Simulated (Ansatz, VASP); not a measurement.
**Si2W in VASP and in Ansatz**

```
CELL_PARAMETERS angstrom
-1.60577 1.60577 3.90205
1.60577 -1.60577 3.90205
1.60577 1.60577 -3.90205
ATOMIC_POSITIONS crystal
Si 0.33484 0.33484 0.00000
Si 0.66516 0.66516 0.00000
W 0.02491 0.00000 0.02491
```

Alike in both runs: task single point; functional r2SCAN; k mesh 14 × 14 × 14; occupations gaussian, width 0.05 eV; no spin polarisation.

```csv
,VASP,Ansatz
version,VASP 6.6.1,Ansatz 0.2.0
potentials or method,"VASP PAW PBE potentials, release 64 (Si, W_sv), cutoff 520 eV","scalar-relativistic, plane waves, PAW"
valence electrons in the cell,22,22
```

Ansatz gave:

```
gap on the k mesh at the Fermi level (eV)                     : none
pressure (GPa)                                                : 0.5
traceless stress, the component that is largest in VASP (GPa) : 0.23
rms of the force components (eV/Å)                            : 0.365
```

Estimate VASP's values.

gap on the k mesh at the Fermi level (eV): none; pressure (GPa): 0.8; traceless stress, the component that is largest in VASP (GPa): 0.32; rms of the force components (eV/Å): 0.365.

VASP's potentials were made for PBE, not for r2SCAN. Atom by atom the forces differ by 0.004 eV/Å (rms over components). A gap of «none» marks a metal or a gap that the smearing closes.

Neither program's run includes spin-orbit coupling.
